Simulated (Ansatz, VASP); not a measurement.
## One calculation of KTaO3, two programs

INCAR

```
ALGO = Normal
EDIFF = 1E-6
ENCUT = 520
GGA = PE
ISIF = 2
ISMEAR = 0
LASPH = T
LCHARG = F
LREAL = F
LWAVE = F
NBANDS = 27
NELM = 60
PREC = Accurate
SIGMA = 0.02
```

The input KPOINTS:

```
k-points
0
Gamma
  8 8 8
```

POSCAR

```
KTaO3
1.0
    4.0642676754      0.0000000000      0.0000000000
    0.0000000000      4.0642676754      0.0000000000
    0.0000000000      0.0000000000      4.0642676754
K Ta O
1 1 3
Direct
    0.0000000000      0.0000000000      0.0000000000
    0.5000000000      0.5000000000      0.5000000000
    0.5000000000      0.0000000000      0.5000000000
    0.5000000000      0.5000000000      0.0000000000
    0.0000000000      0.5000000000      0.5000000000
```

Input for Ansatz:

```yaml
crystal:
  lattice:
    - [4.0642676754, 0.0, 0.0]
    - [0.0, 4.0642676754, 0.0]
    - [0.0, 0.0, 4.0642676754]
  atoms:
    - { symbol: K, position: [0.0, 0.0, 0.0] }
    - { symbol: Ta, position: [0.5, 0.5, 0.5] }
    - { symbol: O, position: [0.5, 0.0, 0.5] }
    - { symbol: O, position: [0.5, 0.5, 0.0] }
    - { symbol: O, position: [0.0, 0.5, 0.5] }
basis:
  ecutwfc: 420
kpoints:
  mp_grid: { grid: [8, 8, 8] }
hamiltonian:
  xc: pbe
scf:
  occupations: { method: gaussian, width: 0.02 }
output:
  forces: true
  stress: true
  eigenvalues: true
```

Alike in both runs: task single point; functional PBE; k mesh 8 × 8 × 8; occupations gaussian, width 0.02 eV; no spin polarisation.

|  | VASP | Ansatz |
| --- | --- | --- |
| version | VASP 6.6.1 | Ansatz 0.2.0 |
| potentials or method | VASP PAW PBE potentials, release 64 (K_sv, Ta_pv, O), cutoff 520 eV | scalar-relativistic, plane waves, PAW |
| valence electrons in the cell | 38 | 40 |

VASP gave:

```
gap on the k mesh at the Fermi level (eV) : 2.05
least direct gap on the mesh (eV)         : 2.69
pressure (GPa)                            : -4.7
```

Q: Estimate Ansatz's values.

A: gap on the k mesh at the Fermi level (eV): 2.09; least direct gap on the mesh (eV): 2.72; pressure (GPa): -5.2.

With one functional, cell and mesh, what is left measures potentials, basis and numerics. VASP's potentials hold 38 valence electrons a cell and Ansatz's 40, so a difference there can come from the potentials and not from the codes.

Spin-orbit coupling is off throughout.
